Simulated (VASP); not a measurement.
A run of VASP 6.6.1 is set up as follows.

The input INCAR:

```
ALGO = Normal
EDIFF = 1E-6
ENCUT = 520
GGA = PE
ISIF = 2
ISMEAR = -1
LASPH = T
LCHARG = F
LREAL = F
LWAVE = F
NBANDS = 12
NELM = 100
PREC = Accurate
SIGMA = 0.06122561905347299
```

Contents of KPOINTS:

```
k-points
0
Gamma
  25 25 25
```

File POSCAR:

```
Zn
1.0
   -1.5551790959      1.5551790959      1.5551790959
    1.5551790959     -1.5551790959      1.5551790959
    1.5551790959      1.5551790959     -1.5551790959
Zn
1
Direct
    0.0000000000      0.0000000000      0.0000000000
```

Potentials or basis: VASP PAW PBE potentials, release 64 (Zn).

Run with:

```bash
$ cat potpaw_PBE.64/Zn/POTCAR > POTCAR
$ mpirun -np 1 vasp_std > vasp.out
```

Problem. Predict the band gap on the k mesh.

Solution. Zero (bands 6 and 7 overlap by 4.85 eV).

Problem. What does it give for the pressure?

Solution. 1.9 GPa.
